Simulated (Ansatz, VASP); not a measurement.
# HfZrS3 in VASP and in Ansatz

```
Zr Hf S
1.0
     5.10462    0.00000    0.00000
     0.00000    5.10462    0.00000
     0.00000    0.00000    4.91829
Zr Hf S
1 1 3
Cartesian
  0.0000 0.0000 2.4591
  2.5523 2.5523 2.4591
  0.0000 2.5523 2.4591
  2.5523 0.0000 2.4591
  0.0000 0.0000 0.0000
```

Alike in both runs: functional PBE; k mesh 4 × 4 × 6; occupations gaussian, width 0.1 eV; no spin polarisation.

Ansatz relaxed the structure, and its values are those at the end. VASP's run is a single point on that final structure, the one shown.

|  | VASP | Ansatz |
| --- | --- | --- |
| version | VASP 6.6.1 | Ansatz 0.2.0 |
| potentials or method | VASP PAW PBE potentials, release 64 (Zr_sv, Hf_pv, S), cutoff 520 eV | scalar-relativistic, plane waves, PAW |
| valence electrons in the cell | 40 | 56 |

Ansatz gave:

* gap on the k mesh at the Fermi level (eV): none
* pressure (GPa): 0.0

**Question.** Which values does VASP return?

**Answer.** gap on the k mesh at the Fermi level (eV): none; pressure (GPa): -0.2.

A gap of «none» marks a metal or a gap that the smearing closes. The functional is the same, so the differences come from potentials, cutoffs and numerics. VASP's potentials hold 40 valence electrons a cell and Ansatz's 56, so a difference there can come from the potentials and not from the codes.

Spin-orbit coupling is off throughout.
